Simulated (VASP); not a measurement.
# Yb (Pm-3m) in VASP: a series of runs, part 2 of 2

VASP 6.6.1.

### Step 3. Single point, r2SCAN (volume scaled by 0.88)

Contents of POSCAR:

```
Yb
1.0
    3.1550448083      0.0000000000      0.0000000000
    0.0000000000      3.1550448083      0.0000000000
    0.0000000000      0.0000000000      3.1550448083
Yb
1
Direct
    0.0000000000      0.0000000000      0.0000000000
```

Contents of INCAR.step1:

```
  PREC = Accurate
  ENCUT = 520
  ISMEAR = -1
  SIGMA = 0.1
  LREAL = F
  LASPH = T
  NELM = 80
  NBANDS = 18
  GGA = PE
  ALGO = Normal
  EDIFF = 1E-4
  LWAVE = T
  LCHARG = F
```

Contents of INCAR.step2:

```
  PREC = Accurate
  ENCUT = 520
  EDIFF = 1E-6
  ISMEAR = -1
  SIGMA = 0.1
  LREAL = F
  LASPH = T
  NELM = 80
  ALGO = Normal
  ISIF = 2
  LWAVE = F
  LCHARG = F
  METAGGA = R2SCAN
  LMIXTAU = T
  NBANDS = 18
  ISTART = 1
```

Contents of KPOINTS:

```
Automatic mesh
0
Gamma
  11 11 11
```

Potentials or basis: VASP PAW PBE potentials, release 64 (Yb).

The run is started by

```console
$ cat potpaw_PBE.64/Yb/POTCAR > POTCAR
$ cp INCAR.step1 INCAR
$ mpirun -np 1 vasp_std > vasp.out
$ cp INCAR.step2 INCAR
$ mpirun -np 1 vasp_std > vasp.out
```

OUTCAR:

```text
PREC = Accurate
   ENCUT = 520
   EDIFF = 1E-6
   ISMEAR = -1
   LREAL = F
   LASPH = T
   NELM = 80
   ISIF = 2
   METAGGA = R2SCAN
   ISTART = 1

 ion  position               nearest neighbor table
   1  0.000  0.000  0.000-

  LATTYP: Found a simple cubic cell.
 ALAT       =     3.1550448083

  Lattice vectors:

 A1 = (   3.1550448083,   0.0000000000,   0.0000000000)
 A2 = (   0.0000000000,   3.1550448083,   0.0000000000)
 A3 = (   0.0000000000,   0.0000000000,   3.1550448083)

Analysis of symmetry for initial positions (statically):
=====================================================================
 Subroutine PRICEL returns:
 Original cell was already a primitive cell.

 Routine SETGRP: Setting up the symmetry group for a
 simple cubic supercell.

 Subroutine GETGRP returns: Found 48 space group operations
 (whereof 48 operations were pure point group operations)
 out of a pool of 48 trial point group operations.

The static configuration has the point symmetry O_h .

Analysis of symmetry for dynamics (positions and initial velocities):
=====================================================================
 Subroutine PRICEL returns:
 Original cell was already a primitive cell.

 Routine SETGRP: Setting up the symmetry group for a
 simple cubic supercell.

 Subroutine GETGRP returns: Found 48 space group operations
 (whereof 48 operations were pure point group operations)
 out of a pool of 48 trial point group operations.

The dynamic configuration has the point symmetry O_h .

 Subroutine INISYM returns: Found 48 space group operations
 (whereof 48 operations are pure point group operations),
 and found     1 'primitive' translations

----------------------------------------------------------------------------------------

                                     Primitive cell

  volume of cell :      31.4063

  direct lattice vectors                    reciprocal lattice vectors
     3.155044808  0.000000000  0.000000000     0.316952709  0.000000000  0.000000000
     0.000000000  3.155044808  0.000000000     0.000000000  0.316952709  0.000000000
     0.000000000  0.000000000  3.155044808     0.000000000  0.000000000  0.316952709

  length of vectors
     3.155044808  3.155044808  3.155044808     0.316952709  0.316952709  0.316952709

  position of ions in fractional coordinates (direct lattice)
     0.000000000  0.000000000  0.000000000

  ion indices of the primitive-cell ions
   primitive index   ion index
                 1           1

----------------------------------------------------------------------------------------

 KPOINTS: Automatic mesh

Automatic generation of k-mesh.
 Grid dimensions read from file:
 generate k-points for:   11   11   11

 Generating k-lattice:

  Cartesian coordinates                     Fractional coordinates (reciprocal lattice)
     0.028813883  0.000000000  0.000000000     0.090909091  0.000000000  0.000000000
     0.000000000  0.028813883  0.000000000     0.000000000  0.090909091  0.000000000
     0.000000000  0.000000000  0.028813883     0.000000000  0.000000000  0.090909091

  Length of vectors
     0.028813883  0.028813883  0.028813883

  Shift w.r.t. Gamma in fractional coordinates (k-lattice)
     0.000000000  0.000000000  0.000000000

 Subroutine IBZKPT returns following result:
 ===========================================

 Found     56 irreducible k-points:

 Following reciprocal coordinates:
            Coordinates               Weight
  0.000000  0.000000  0.000000      1.000000
  0.090909  0.000000  0.000000      6.000000
  0.181818  0.000000  0.000000      6.000000
  0.272727  0.000000  0.000000      6.000000
  0.363636  0.000000  0.000000      6.000000
  0.454545  0.000000  0.000000      6.000000
[... 16 lines left out ...]
  0.181818  0.090909  0.090909     24.000000
  0.272727  0.090909  0.090909     24.000000
 [... further k-points ...]
   k-points           NKPTS =     56   k-points in BZ     NKDIM =     56   number of bands    NBANDS=     18
   number of dos      NEDOS =    301   number of ions     NIONS =      1
   total plane-waves  NPLWV =  13824
   dimension x,y,z NGX =    24 NGY =   24 NGZ =   24
   dimension x,y,z NGXF=    48 NGYF=   48 NGZF=   48
   ions per type =               1
   NGX,Y,Z   is equivalent  to a cutoff of  12.65, 12.65, 12.65 a.u.
   NGXF,Y,Z  is equivalent  to a cutoff of  25.29, 25.29, 25.29 a.u.
 SYSTEM =  unknown system
   PREC   = accura    normal or accurate (medium, high low for compatibility)
   ISTART =      1    job   : 0-new  1-cont  2-samecut
   ICHARG =      0    charge: 1-file 2-atom 10-const
   ISPIN  =      1    spin polarized calculation?
   LNONCOLLINEAR =      F non collinear calculations
   LSORBIT =      F    spin-orbit coupling
   LASPH  =      T    aspherical Exc in radial PAW
   ENCUT  =  520.0 eV  38.22 Ry    6.18 a.u.   5.87  5.87  5.87*2*pi/ulx,y,z
   NELM   =     80;   NELMIN=  2; NELMDL=  0     # of ELM steps
   EDIFF  = 0.1E-05   stopping-criterion for ELM
   LREAL  =      F    real-space projection
   EDIFFG = 0.1E-04   stopping-criterion for IOM
   NSW    =      0    number of steps for IOM
   IBRION =     -1    ionic relax: 0-MD 1-quasi-New 2-CG
   NFREE  =      0    steps in history (QN), initial steepest desc. (CG)
   ISIF   =      2    stress and relaxation
   ISYM   =      2    0-nonsym 1-usesym 2-fastsym
   POTIM  = 0.5000    time-step for ionic-motion
   TEBEG  =    0.0;   TEEND  =   0.0 temperature during run
   PSTRESS=    0.0 pullay stress
   NELECT =      24.0000    total number of electrons
   NUPDOWN=      -1.0000    fix difference up-down
   EMIN   =  10.00;   EMAX   =-10.00  energy-range for DOS
   EFERMI =   0.00;   METHOD = LEGACY
   ISMEAR =    -1;   SIGMA  =   0.10  broadening in eV -4-tet -1-fermi 0-gaus
   EFERMI_NEDOS =   21; number of points for ismear=-14 and -15
   IALGO  =     38    algorithm
   IMIX   =      4    mixing-type and parameters
     AMIX     =   0.40;   BMIX     =  1.00
     AMIX_MAG =   1.60;   BMIX_MAG =  1.00
  volume/ion in A,a.u.               =      31.41       211.94
  Fermi-wavevector in a.u.,A,eV,Ry     =   1.496717  2.828385 30.479254  2.240162
  Thomas-Fermi vector in A             =   2.608698
   LORBIT       =      0    0 simple, 1 ext, 2 COOP (PROOUT), +10 PAW based schemes
   METAGGA = R2SCAN    functional components
   LHFCALC =     F    Hartree Fock is set to
   AEXX    =    0.0000 exact exchange contribution
   IVDW    =     0    specifies the selected vdW correction
   LEPSILON=     F    determine dielectric tensor
   LRPA    =     F    only Hartree local field effects (RPA)
 non-spin polarized calculation
  energy-cutoff  :      520.00
  volume of cell :       31.41
 maximum number of plane-waves:       865
 NGX is ok and might be reduce to    24
   NGX = 11   NGY = 11   NGZ = 11

 number of electron      23.9999999 magnetization

 Free energy of the ion-electron system (eV)
  ---------------------------------------------------
  ext. energy  EPLUGINS =         0.00000000
  ---------------------------------------------------
  free energy    TOTEN  =       -35.04265507 eV

  energy without entropy =      -34.97687812  energy(sigma->0) =      -35.00976659

 E-fermi :   1.8993     XC(G=0): -10.7388

 val. band max:        1.8530338153   @ k =   0.4545   0.1818   0.0000
 cond. band min:       1.9375839881   @ k =   0.4545   0.4545   0.4545
 fundamental gap:      0.0845501728
 Fermi energy:         1.8992832203

 k-point     1 :       0.0000    0.0000    0.0000
  band No.  band energies     occupation
      1     -51.6273      2.00000
      2     -23.0261      2.00000
      3     -23.0261      2.00000
      4     -23.0261      2.00000
      5      -3.4993      2.00000
      6       1.3434      1.99233
[... 10 lines left out ...]
     17       9.8322      0.00000
     18      13.9201      0.00000

 k-point     2 :       0.0909    0.0000    0.0000
  band No.  band energies     occupation
      1     -51.6236      2.00000
      2     -23.0923      2.00000
      3     -23.0204      2.00000
      4     -23.0204      2.00000
      5      -3.3080      2.00000
      6       1.3307      1.99323
[... 10 lines left out ...]
     17       9.8609      0.00000
     18      12.9683      0.00000
[... 442 lines left out ...]
 k-point    24 :       0.2727    0.0909    0.0909
  band No.  band energies     occupation
      1     -51.5934      2.00000
      2     -23.4708      2.00000
      3     -23.0468      2.00000
      4     -23.0390      2.00000
      5      -1.6169      2.00000
      6       1.2572      1.99675
[... 10 lines left out ...]
     17       9.2448      0.00000
     18      11.6721      0.00000

 [... further k-points ...]
[... 5 lines left out ...]
  --------------------------------------------------------------------------------------
  -------------------------------------------------------------------------------------
  Total        0.3045339      0.3045339      0.3045339      0.0000000      0.0000000     -0.0000000
  in kB       15.5356583     15.5356583     15.5356583      0.0000000      0.0000000     -0.0000000
  external PRESSURE =      15.5356583 kB  Pullay stress =       0.0000000 kB

 VOLUME and BASIS-vectors are now :
 -----------------------------------------------------------------------------
  energy-cutoff  :      520.00
  volume of cell :       31.41
      direct lattice vectors                 reciprocal lattice vectors
     3.155044808  0.000000000  0.000000000     0.316952709  0.000000000  0.000000000
     0.000000000  3.155044808  0.000000000     0.000000000  0.316952709  0.000000000
     0.000000000  0.000000000  3.155044808     0.000000000  0.000000000  0.316952709

 POSITION                                       TOTAL-FORCE (eV/Angst)
 -----------------------------------------------------------------------------------
      0.00000      0.00000      0.00000         0.000000      0.000000      0.000000
 -----------------------------------------------------------------------------------
    total drift:                                0.000000      0.000000      0.000000

  FREE ENERGIE OF THE ION-ELECTRON SYSTEM (eV)
  ---------------------------------------------------
  free  energy   TOTEN  =       -35.0426550706 eV

  energy  without entropy=      -34.9768781179  energy(sigma->0) =      -35.00976659
```

OSZICAR.step1:

```text
N       E                     dE             d eps       ncg     rms          rms(c)
DAV:   1     0.111248727540E+03    0.11125E+03   -0.88517E+03  2562   0.923E+03
DAV:   2     0.115132398322E+02   -0.99735E+02   -0.96534E+02  2532   0.554E+02
DAV:   3    -0.660541613331E+00   -0.12174E+02   -0.11968E+02  2912   0.115E+02
[... 14 lines left out ...]
DAV:  18    -0.301929167281E+01   -0.68320E-03   -0.74094E-04  2974   0.828E-01    0.174E+00
DAV:  19    -0.301879177589E+01    0.49990E-03   -0.13087E-04  1594   0.400E-01    0.660E-01
DAV:  20    -0.301810942411E+01    0.68235E-03   -0.63666E-04  2424   0.848E-01    0.290E-01
DAV:  21    -0.301785596153E+01    0.25346E-03   -0.29043E-04  1348   0.649E-01    0.207E-01
DAV:  22    -0.301778672662E+01    0.69235E-04   -0.23725E-04  1272   0.563E-01
   1 F= -.30177867E+01 E0= -.29850345E+01  d E =-.655044E-01
```

Wall time 62 s (1 thread of Intel Xeon Platinum 8559C (Emerald Rapids), shared host); peak memory 0.17 GiB.

What came out:

| Property | Result |
| --- | --- |
| Free energy | -35.0427 eV |
| Pressure | 1.6 GPa |
| Band gap on the k mesh | zero (band 12 reaches 1.94 eV, above the bottom of band 13 at 1.85 eV) |

Caveat: the PAW data sets were made with another functional, which shifts forces and pressure a little; spin-orbit coupling is left out, which moves the levels of the heavy elements.

### Step 4. Single point, r2SCAN (volume scaled by 0.92)

Contents of POSCAR:

```
Yb
1.0
    3.2021419728      0.0000000000      0.0000000000
    0.0000000000      3.2021419728      0.0000000000
    0.0000000000      0.0000000000      3.2021419728
Yb
1
Direct
    0.0000000000      0.0000000000      0.0000000000
```

Contents of INCAR.step1:

```
PREC = Accurate
ENCUT = 520
ISMEAR = -1
SIGMA = 0.1
LREAL = False
LASPH = True
NELM = 60
NBANDS = 18
GGA = PE
ALGO = Normal
EDIFF = 1E-4
LWAVE = True
LCHARG = False
```

Contents of INCAR.step2:

```
PREC = Accurate
ENCUT = 520
EDIFF = 1E-6
ISMEAR = -1
SIGMA = 0.1
LREAL = False
LASPH = True
NELM = 60
ALGO = Normal
ISIF = 2
LWAVE = False
LCHARG = False
METAGGA = R2SCAN
LMIXTAU = True
NBANDS = 18
ISTART = 1
```

Contents of KPOINTS:

```
regular mesh
0
Gamma
  11 11 11
```

The run is started by

```console
$ cat potpaw_PBE.64/Yb/POTCAR > POTCAR
$ cp INCAR.step1 INCAR
$ mpirun -np 1 vasp_std > vasp.out
$ cp INCAR.step2 INCAR
$ mpirun -np 1 vasp_std > vasp.out
```

Run time: 90 s. Hardware: 1 thread of Intel Xeon Platinum 8559C (Emerald Rapids), shared host; peak memory 0.17 GiB.

Results (log left out):

* Free energy: -35.0586 eV
* Pressure: 0.2 GPa
* Band gap on the k mesh: zero (band 12 reaches 1.85 eV, above the bottom of band 13 at 1.66 eV)

Levels at points of the mesh, in eV from the Fermi level:
```
           k point  band 8  band 9  band 10  band 11  band 12  band 13  band 14  band 15  band 16  band 17
(0.00, 0.00, 0.00)   -0.54   -0.53    -0.53    -0.53    -0.46     0.64     0.64     7.70     7.70     7.70
```

Caveat: the PAW data sets were made with another functional, which shifts forces and pressure a little; spin-orbit coupling is left out, which moves the levels of the heavy elements. Spin polarisation is off, so any magnetic state and its effect on volume and gap are missing.

### Step 5. Single point, r2SCAN (volume scaled by 0.96)

Contents of POSCAR:

```
Yb
1.0
    3.2478930394      0.0000000000      0.0000000000
    0.0000000000      3.2478930394      0.0000000000
    0.0000000000      0.0000000000      3.2478930394
Yb
1
Direct
    0.0000000000      0.0000000000      0.0000000000
```

Contents of INCAR.step1:

```
SYSTEM = Yb
ALGO = Normal
EDIFF = 1E-4
ENCUT = 520
GGA = PE
ISMEAR = -1
LASPH = .True.
LCHARG = .False.
LREAL = .False.
LWAVE = .True.
NBANDS = 18
NELM = 60
PREC = Accurate
SIGMA = 0.1
```

Contents of INCAR.step2:

```
SYSTEM = Yb
ALGO = Normal
EDIFF = 1E-6
ENCUT = 520
ISIF = 2
ISMEAR = -1
ISTART = 1
LASPH = .True.
LCHARG = .True.
LELF = .True.
LMIXTAU = .True.
LREAL = .False.
LVHAR = .True.
LWAVE = .False.
METAGGA = R2SCAN
NBANDS = 18
NELM = 60
PREC = Accurate
SIGMA = 0.1
```

Contents of KPOINTS:

```
k-points
0
Gamma
  11 11 11
  0 0 0
```

The run is started by

```console
$ cat potpaw_PBE.64/Yb/POTCAR > POTCAR
$ cp INCAR.step1 INCAR
$ mpirun -np 1 vasp_std > vasp.out
$ cp INCAR.step2 INCAR
$ mpirun -np 1 vasp_std > vasp.out
```

Wall time 1.8 min (1 thread of Intel Xeon Platinum 8559C (Emerald Rapids), shared host); peak memory 0.17 GiB.

It converged, with:

```
Free energy            : -35.0673 eV
Pressure               : 0.4 GPa
Band gap on the k mesh : zero (band 12 reaches 1.77 eV, above the bottom of band 13 at 1.48 eV)
```

Levels at points of the mesh, in eV from the Fermi level:
| k point | band 8 | band 9 | band 10 | band 11 | band 12 | band 13 | band 14 | band 15 | band 16 | band 17 |
| --- | --- | --- | --- | --- | --- | --- | --- | --- | --- | --- |
| (0.00, 0.00, 0.00) | -0.53 | -0.51 | -0.51 | -0.51 | -0.45 | 0.70 | 0.70 | 7.48 | 7.48 | 7.48 |

Caveat: the PAW data sets were made with another functional, which shifts forces and pressure a little; spin-orbit coupling is left out, which moves the levels of the heavy elements. Spin polarisation is off, so any magnetic state and its effect on volume and gap are missing.

### Step 6. Single point, r2SCAN

Contents of POSCAR:

```
Yb
1.0
    3.2923902542      0.0000000000      0.0000000000
    0.0000000000      3.2923902542      0.0000000000
    0.0000000000      0.0000000000      3.2923902542
Yb
1
Direct
    0.0000000000      0.0000000000      0.0000000000
```

Contents of INCAR.step1:

```
ALGO = Normal
EDIFF = 1E-4
ENCUT = 520
GGA = PE
ISMEAR = -1
LASPH = True
LCHARG = False
LREAL = False
LWAVE = True
NBANDS = 18
NELM = 80
PREC = Accurate
SIGMA = 0.1
```

Contents of INCAR.step2:

```
ALGO = Normal
EDIFF = 1E-6
ENCUT = 520
ISIF = 2
ISMEAR = -1
ISTART = 1
LASPH = True
LCHARG = True
LELF = True
LMIXTAU = True
LREAL = False
LVHAR = True
LWAVE = False
METAGGA = R2SCAN
NBANDS = 18
NELM = 80
PREC = Accurate
SIGMA = 0.1
```

Contents of KPOINTS:

```
k-points
0
Gamma
  11 11 11
```

Potentials or basis: VASP PAW PBE potentials, release 64 (Yb).

The run is started by

```console
$ cat potpaw_PBE.64/Yb/POTCAR > POTCAR
$ cp INCAR.step1 INCAR
$ mpirun -np 1 vasp_std > vasp.out
$ cp INCAR.step2 INCAR
$ mpirun -np 1 vasp_std > vasp.out
```

Run time: 93 s. Hardware: 1 thread of Intel Xeon Platinum 8559C (Emerald Rapids), shared host; peak memory 0.17 GiB.

The run converged. Its results:

```
Free energy            : -35.0705 eV
Pressure               : 0.0 GPa
Band gap on the k mesh : zero (band 12 reaches 1.70 eV, above the bottom of band 13 at 1.32 eV)
```

Levels at points of the mesh, in eV from the Fermi level:
```
           k point  band 8  band 9  band 10  band 11  band 12  band 13  band 14  band 15  band 16  band 17
(0.00, 0.00, 0.00)   -0.52   -0.51    -0.51    -0.51    -0.45     0.76     0.76     7.27     7.27     7.27
```

Caveat: the PAW data sets were made with another functional, which shifts forces and pressure a little; spin-orbit coupling is left out, which moves the levels of the heavy elements.

### Step 7. Summary

| cell | k mesh | gap on the mesh (eV) | pressure (GPa) |
| --- | --- | --- | --- |
| a = 3.292 Å, 1 atom | 9 × 9 × 9 | none | -0.2 |
| a = 3.155 Å, 1 atom | 11 × 11 × 11 | none | 1.6 |
| a = 3.202 Å, 1 atom | 11 × 11 × 11 | none | 0.2 |
| a = 3.248 Å, 1 atom | 11 × 11 × 11 | none | 0.4 |
| a = 3.292 Å, 1 atom | 11 × 11 × 11 | none | 0.0 |

Alike in all rows: task single point; level r2SCAN; potentials or basis VASP PAW PBE potentials, release 64 (Yb); no spin polarisation; cutoff (eV) 520; smearing fermi-dirac 0.1 eV.

Caveats: the PAW data sets were made with another functional, which shifts forces and pressure a little; spin-orbit coupling is left out, which moves the levels of the heavy elements.

Absolute energies hang on the potentials; compare differences alone.
